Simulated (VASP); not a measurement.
Runs of VASP 6.6.1 on AlAs. The structure is that of space group F-43m (No. 216), or close to it. The cells are those of the table. 

```csv
task,cell,cutoff (eV),gap on the mesh (eV),pressure (GPa)
electric field gradients,"a = 3.963, b = 3.963, c = 3.923 Å, angles 60.3, 60.3, 59.3°, 2 atoms",400,1.23,4.1
single point,"a = 4.023, b = 4.023, c = 4.043 Å, angles 59.8, 59.8, 60.3°, 2 atoms",500,(b),-0.6
electric field gradients,"a = 4.003 Å, angles 60.0°, 2 atoms",400,1.37,0.8
electric field gradients,"a = 3.983, b = 3.983, c = 3.963 Å, angles 60.2, 60.2, 59.7°, 2 atoms",400,(a),2.4
```

Alike in all rows: level PBEsol; potentials or basis VASP PAW PBE potentials, release 64 (Al, As); no spin polarisation; k mesh 11 × 11 × 11; smearing fermi-dirac 0.05 eV.

Task: Fill in the values left out.

Result: (a) 1.30; (b) 1.34.

Caveats: the PAW data sets were made with another functional, which shifts forces and pressure a little; an odd mesh through Γ misses points on the zone boundary, where band edges can lie; the cell stands under pressure (at least some runs).

A k mesh can miss the band edges, and the runs leave out spin-orbit coupling on As.
